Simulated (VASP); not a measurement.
# AlV3N4 (P4/mmm) in VASP: a series of runs, part 2 of 2

VASP 6.6.1. The steps go on from the part before.

**3. Single point, PBE, collinear spin, ferrimagnetic start**

This run uses another cell than the first one, of 12.29 Å³/atom.

Input file INCAR:

```
PREC     = Accurate       # precision mode
ENCUT    = 520            # plane-wave cutoff, eV
EDIFF    = 1E-6           # SCF threshold, eV
ISMEAR   = 0              # smearing method
SIGMA    = 0.1            # smearing width, eV
LREAL    = F              # projectors in reciprocal space
LASPH    = T              # aspherical terms in the spheres
NELM     = 150            # most SCF steps
ALGO     = Normal         # electronic algorithm
ISIF     = 2              # what is computed and relaxed
LWAVE    = F              # write WAVECAR
LCHARG   = F              # write CHGCAR
ISPIN    = 2              # spin polarisation
MAGMOM   = 0 2 2 -2 0 0 0 0 # initial moments
LORBIT   = 11             # projections on sites
LMAXMIX  = 4              # l up to which the mixer works
GGA      = PE             # functional
NBANDS   = 45             # bands
```

Input file KPOINTS:

```
Automatic mesh
0
Gamma
  6 6 2
```

Input file POSCAR:

```
AlV3N4
1.0
    3.2640477900      0.0000000000      0.0000000000
    0.0000000000      3.2640477900      0.0000000000
    0.0000000000      0.0000000000      9.2321212900
Al V N
1 3 4
Direct
    0.5000000000      0.5000000000      0.0000000000
    0.0000000000      0.0000000000      0.7500000000
    0.0000000000      0.0000000000      0.2500000000
    0.5000000000      0.5000000000      0.5000000000
    0.0000000000      0.0000000000      0.0000000000
    0.5000000000      0.5000000000      0.2500000000
    0.0000000000      0.0000000000      0.5000000000
    0.5000000000      0.5000000000      0.7500000000
```

Potentials or basis: VASP PAW PBE potentials, release 64 (Al, V_sv, N).

Launch:

```console
> cat potpaw_PBE.64/Al/POTCAR potpaw_PBE.64/V_sv/POTCAR potpaw_PBE.64/N/POTCAR > POTCAR
> mpirun -np 1 vasp_std > vasp.out
```

OUTCAR:

```text
PREC = Accurate
   ENCUT = 520
   EDIFF = 1E-6
   ISMEAR = 0
   LREAL = F
   LASPH = T
   NELM = 150
   ISIF = 2
   ISPIN = 2
   LORBIT = 11
   GGA = PE

 ion  position               nearest neighbor table
   1  0.500  0.500  0.000-   6 2.31   8 2.31   5 2.31   5 2.31   5 2.31   5 2.31
   2  0.000  0.000  0.750-   5 2.31   7 2.31   8 2.31   8 2.31   8 2.31   8 2.31
   3  0.000  0.000  0.250-   5 2.31   7 2.31   6 2.31   6 2.31   6 2.31   6 2.31
   4  0.500  0.500  0.500-   6 2.31   8 2.31   7 2.31   7 2.31   7 2.31   7 2.31
   5  0.000  0.000  0.000-   2 2.31   3 2.31   1 2.31   1 2.31   1 2.31   1 2.31
   6  0.500  0.500  0.250-   1 2.31   4 2.31   3 2.31   3 2.31   3 2.31   3 2.31
   7  0.000  0.000  0.500-   2 2.31   3 2.31   4 2.31   4 2.31   4 2.31   4 2.31
   8  0.500  0.500  0.750-   1 2.31   4 2.31   2 2.31   2 2.31   2 2.31   2 2.31

  LATTYP: Found a simple tetragonal cell.
[... 2083 lines left out ...]
      1.63202      1.63202      2.30803         0.000000      0.000000     -0.545115
      0.00000      0.00000      4.61606         0.000000     -0.000000      0.000000
      1.63202      1.63202      6.92409         0.000000      0.000000      0.545115
 -----------------------------------------------------------------------------------
    total drift:                                0.000000      0.000000     -0.000000

  FREE ENERGIE OF THE ION-ELECTRON SYSTEM (eV)
  ---------------------------------------------------
  free  energy   TOTEN  =       -66.8190676699 eV

  energy  without entropy=      -66.7611638958  energy(sigma->0) =      -66.79011578

 total charge

# of ion       s       p       d       tot
------------------------------------------
    1        0.314   0.246   0.000   0.561
    2        2.174   6.132   2.843  11.149
    3        2.174   6.132   2.843  11.149
    4        2.172   6.131   2.847  11.150
    5        1.238   2.338   0.000   3.576
    6        1.239   2.328   0.000   3.567
    7        1.238   2.322   0.000   3.560
    8        1.239   2.328   0.000   3.567
--------------------------------------------------
tot         11.789  27.957   8.532  48.278

 magnetization (x)

# of ion       s       p       d       tot
------------------------------------------
    1        0.018   0.002   0.000   0.020
    2        0.013   0.010   1.634   1.657
    3        0.013   0.010   1.634   1.657
    4       -0.013  -0.011  -1.530  -1.553
    5        0.000  -0.017   0.000  -0.017
    6       -0.002  -0.043   0.000  -0.044
    7        0.002   0.046   0.000   0.048
    8       -0.002  -0.043   0.000  -0.044
--------------------------------------------------
tot          0.029  -0.046   1.738   1.722
```

OSZICAR:

```text
N       E                     dE             d eps       ncg     rms          rms(c)
DAV:   1     0.752070552692E+03    0.75207E+03   -0.34167E+04  3704   0.144E+03
DAV:   2    -0.147409218766E+02   -0.76681E+03   -0.72988E+03  3761   0.456E+02
[... 15 lines left out ...]
DAV:  18    -0.668189031335E+02    0.38300E-03   -0.18529E-03  4539   0.232E-01    0.234E-01
DAV:  19    -0.668190633911E+02   -0.16026E-03   -0.40038E-04  3961   0.123E-01    0.118E-01
DAV:  20    -0.668190610108E+02    0.23803E-05   -0.81463E-05  4436   0.549E-02    0.693E-02
DAV:  21    -0.668190701271E+02   -0.91164E-05   -0.46710E-05  3983   0.380E-02    0.442E-02
DAV:  22    -0.668190685506E+02    0.15765E-05   -0.13223E-05  4721   0.229E-02    0.149E-02
DAV:  23    -0.668190676699E+02    0.88066E-06   -0.60472E-06  3912   0.130E-02
   1 F= -.66819068E+02 E0= -.66790116E+02  d E =-.579038E-01  mag=     1.9145
```

Run time: 5.8 min. Hardware: 1 thread of Intel Xeon 8259CL, shared host; peak memory 0.3 GiB.

Results:

| Item | Value |
| --- | --- |
| Free energy | -66.8191 eV |
| Pressure | -42.8 GPa |
| Largest force | 0.592 eV/Å |
| Net moment | 1.92 μB per cell |
| Site moments | Al +0.02; V +1.66, -1.55 (each value once); N -0.02, -0.04, +0.05 (each value once) μB |
| Valence electrons inside the program's atomic spheres | Al 0.56; V 11.15; N 3.58, 3.57, 3.56 (each value once) |

Forces in eV/Å, atoms in the order of the input:
```
Al   0.000  0.000  0.000
V    0.000  0.000 -0.592
V    0.000  0.000  0.592
V    0.000  0.000  0.000
N    0.000  0.000  0.000
N    0.000  0.000 -0.545
N    0.000  0.000  0.000
N    0.000  0.000  0.545
```

Levels at points of the mesh, in eV from the Fermi level:
Spin up:
```csv
k point,band 30,band 31,band 32,band 33,band 34,band 35
"(0.00, 0.00, 0.00)",-1.03,-0.70,-0.70,-0.33,-0.07,-0.03
"(0.50, 0.00, 0.00)",0.18,0.20,0.22,0.23,0.35,1.23
"(0.50, 0.50, 0.00)",-1.73,-0.24,-0.24,0.33,0.34,0.66
"(0.00, 0.00, 0.50)",-1.48,-0.32,-0.11,-0.11,-0.06,-0.05
"(0.50, 0.00, 0.50)",-0.01,0.21,0.21,0.23,0.24,1.63
"(0.50, 0.50, 0.50)",-0.91,-0.68,-0.68,0.33,0.33,0.88
```
Spin down:
```tsv
k point	band 27	band 28	band 29	band 30	band 31	band 32	band 33	band 34
(0.00, 0.00, 0.00)	-1.09	-1.09	-1.04	-0.44	-0.32	-0.20	-0.20	-0.05
(0.50, 0.00, 0.00)	-2.92	-1.81	-0.24	0.21	0.42	1.60	1.66	1.77
(0.50, 0.50, 0.00)	-2.36	-2.07	-1.25	-1.25	0.33	0.48	0.85	1.17
(0.00, 0.00, 0.50)	-1.83	-1.37	-1.37	-0.49	-0.27	-0.06	-0.06	-0.05
(0.50, 0.00, 0.50)	-2.49	-1.82	-0.24	0.20	0.23	1.61	1.73	1.76
(0.50, 0.50, 0.50)	-2.90	-2.80	-0.83	-0.83	0.33	0.91	0.99	0.99
```

Caveat: the stress differs along the axes, from -45 to -39 GPa.

**4. Relaxation of cell and atoms, PBE, collinear spin, ferrimagnetic start**

This run uses another cell than the first one, of 12.29 Å³/atom.

Input file INCAR:

```
PREC = Accurate
ENCUT = 600
EDIFF = 1E-6
ISMEAR = 0
SIGMA = 0.1
LREAL = F
LASPH = T
NELM = 150
ALGO = Normal
ISIF = 3
LWAVE = F
LCHARG = F
ISPIN = 2
MAGMOM = 0 2 2 -2 0 0 0 0
LORBIT = 11
LMAXMIX = 4
GGA = PE
IBRION = 2
NSW = 90
EDIFFG = -0.04
```

Input file KPOINTS:

```
regular mesh
0
Gamma
  6 6 2
```

POSCAR is that of step 3.

Launch:

```console
> cat potpaw_PBE.64/Al/POTCAR potpaw_PBE.64/V_sv/POTCAR potpaw_PBE.64/N/POTCAR > POTCAR
> mpirun -np 1 vasp_std > vasp.out
```

It took 42 min on 1 thread of Oxide Virtual Turin-like, shared host; peak memory 0.34 GiB.

It converged, with:

```yaml
Free_energy: -72.2361 eV
Relaxed_volume: 8.72 Å³/atom
Relaxed_cell: a = 2.888 Å, b = 2.888 Å, c = 8.357 Å, α = 90.00°, β = 90.00°, γ = 90.00°
Space_group_after_relaxing_to_0.1_Å: P4/mmm (No. 123)
Energy_gained_by_relaxing: 676.4 meV/atom
Ionic_steps: 11
Pressure_after_relaxing: 0.0 GPa
Largest_force_after_relaxing: 0.021 eV/Å
Band_gap_on_the_k_mesh: zero (filled and empty bands overlap)
Net_moment: 0.01 μB per cell
Valence_electrons_inside_the_program's_atomic_spheres: Al 0.69; V 11.67, 11.70 (each value once); N 3.75, 3.74, 3.76 (each value once)
```

Forces in eV/Å, atoms in the order of the input:
```
Al   0.000  0.000  0.000
V    0.000  0.000 -0.021
V    0.000  0.000  0.021
V    0.000  0.000  0.000
N    0.000  0.000  0.000
N    0.000  0.000  0.004
N    0.000  0.000  0.000
N    0.000  0.000 -0.004
```

Stress tensor (GPa, compression positive):
```
 0.09  0.00  0.00
 0.00  0.09  0.00
 0.00  0.00 -0.13
```

Step by step:
```tsv
step	energy change (eV)	largest force (eV/Å)	pressure (GPa)	volume (Å³)
1	0.0000	0.5921	-42.91	98.36
2	-3.0422	1.3662	74.82	58.52
3	-5.2292	1.4895	-3.61	70.49
4	-5.2419	1.4889	-0.26	69.68
5	-5.2409	1.4880	1.96	69.17
6	-5.3940	0.1708	4.11	68.71
7	-5.3941	0.1301	4.20	68.69
8	-5.3928	0.1489	-4.58	70.80
9	-5.4081	0.1030	-0.23	69.71
10	-5.4100	0.0584	-0.12	69.72
11	-5.4109	0.0207	0.01	69.72
```

Final structure:
```xyz
8
Lattice="2.8885 0.0000 0.0000 0.0000 2.8885 0.0000 0.0000 0.0000 8.3569" Properties=species:S:1:pos:R:3 pbc="T T T"
Al    1.4442    1.4442    0.0000
V     0.0000    0.0000    6.1655
V     0.0000    2.8885    2.1914
V     1.4442    1.4442    4.1784
N     0.0000    0.0000    0.0000
N     1.4442    1.4442    2.0347
N     0.0000    0.0000    4.1784
N     1.4442    1.4442    6.3222
```

Levels at points of the mesh, in eV from the Fermi level:
Spin up:
| k point | band 29 | band 30 | band 31 | band 32 | band 33 | band 34 |
| --- | --- | --- | --- | --- | --- | --- |
| (0.00, 0.00, 0.00) | -2.00 | -1.98 | -1.92 | -1.22 | -1.22 | -0.43 |
| (0.50, 0.00, 0.00) | -0.06 | 0.21 | 0.63 | 0.70 | 0.73 | 0.75 |
| (0.50, 0.50, 0.00) | -3.45 | -3.11 | 0.11 | 0.11 | 0.65 | 0.81 |
| (0.00, 0.00, 0.50) | -2.59 | -2.59 | -1.94 | -0.68 | -0.68 | -0.42 |
| (0.50, 0.00, 0.50) | 0.21 | 0.32 | 0.35 | 0.38 | 0.60 | 0.61 |
| (0.50, 0.50, 0.50) | -2.52 | -2.52 | -0.36 | -0.36 | 1.09 | 1.21 |
Spin down:
```csv
k point,band 27,band 28,band 29,band 30,band 31,band 32,band 33,band 34,band 35,band 36
"(0.00, 0.00, 0.00)",-2.85,-2.00,-2.00,-1.98,-1.92,-1.22,-1.22,-0.42,-0.02,0.02
"(0.50, 0.00, 0.00)",-4.50,-2.73,-0.06,0.21,0.63,0.70,0.73,0.75,0.77,1.16
"(0.50, 0.50, 0.00)",-3.94,-3.45,-3.45,-3.11,0.12,0.12,0.65,0.81,1.12,1.12
"(0.00, 0.00, 0.50)",-2.89,-2.89,-2.59,-2.59,-1.94,-0.68,-0.68,-0.42,0.01,0.39
"(0.50, 0.00, 0.50)",-4.37,-2.77,0.20,0.32,0.36,0.38,0.60,0.61,0.85,1.04
"(0.50, 0.50, 0.50)",-5.09,-3.89,-2.52,-2.52,-0.36,-0.36,1.09,1.24,1.24,1.26
```

Caveat: the volume moved by over 15 % at a fixed basis, so the end points are rough; the moments typed at the start vanished in this run.

**5. Summary**

```tsv
task	cell	cutoff (eV)	gap on the mesh (eV)	pressure (GPa)	moment (μB)	largest force (eV/Å)
single point	a = 2.892, b = 2.892, c = 8.374 Å, 8 atoms, atomic positions A	520	none	0.6	1.17	0.03
single point	a = 3.264, b = 3.264, c = 9.232 Å, 8 atoms, atomic positions B	520	none	-42.8	1.92	0.59
relaxation of cell and atoms	relaxed from a = 3.264, b = 3.264, c = 9.232 Å, 8 atoms, atomic positions B	600	none	0.0	0.01	0.02
```

Alike in all rows: level PBE; potentials or basis VASP PAW PBE potentials, release 64 (Al, V_sv, N); spin collinear, ferrimagnetic start; k mesh 6 × 6 × 2; smearing gaussian 0.1 eV.

Caveats: some runs use coarse meshes; the stress differs along the axes, from -45 to -39 GPa (at least some runs); the volume moved by over 15 % at a fixed basis, so the end points are rough (at least some runs); the moments typed at the start vanished in this run (at least some runs).

Total energies depend on the potentials used, so only differences within one code and one set of settings carry meaning.
